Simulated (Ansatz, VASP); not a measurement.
# LiH: VASP beside Ansatz

```xyz
2
Lattice="0.0000 2.0935 2.0325 2.0325 0.0000 2.0325 2.0325 2.0935 0.0000" Properties=species:S:1:pos:R:3 pbc="T T T"
Li    0.0000    0.0000    0.0000
H     2.0325    2.0935    2.0325
```

Change from the starting cell: strain +0.0300 x Voigt [0, 1, 0, 0, 0, 0], atoms carried along.

Alike in both runs: task single point; functional r2SCAN; k mesh 10 × 10 × 10; occupations gaussian, width 0.05 eV; no spin polarisation.

|  | VASP | Ansatz |
| --- | --- | --- |
| version | VASP 6.6.1 | Ansatz 0.2.0 |
| potentials or method | VASP PAW PBE potentials, release 64 (Li_sv, H), cutoff 520 eV | scalar-relativistic, plane waves, PAW |
| valence electrons in the cell | 4 | 4 |

Ansatz gave:

- gap on the k mesh at the Fermi level (eV): 3.34
- least direct gap on the mesh (eV): 3.57

**Question.** What did VASP give for the same quantities?

**Answer.** gap on the k mesh at the Fermi level (eV): 3.29; least direct gap on the mesh (eV): 3.51.

VASP's potentials were made for PBE, not for r2SCAN. The functional is the same, so the differences come from potentials, cutoffs and numerics.

Noted on VASP's run: the cutoff is under 1.25 times that of the potentials, so the pressure is a little rough.
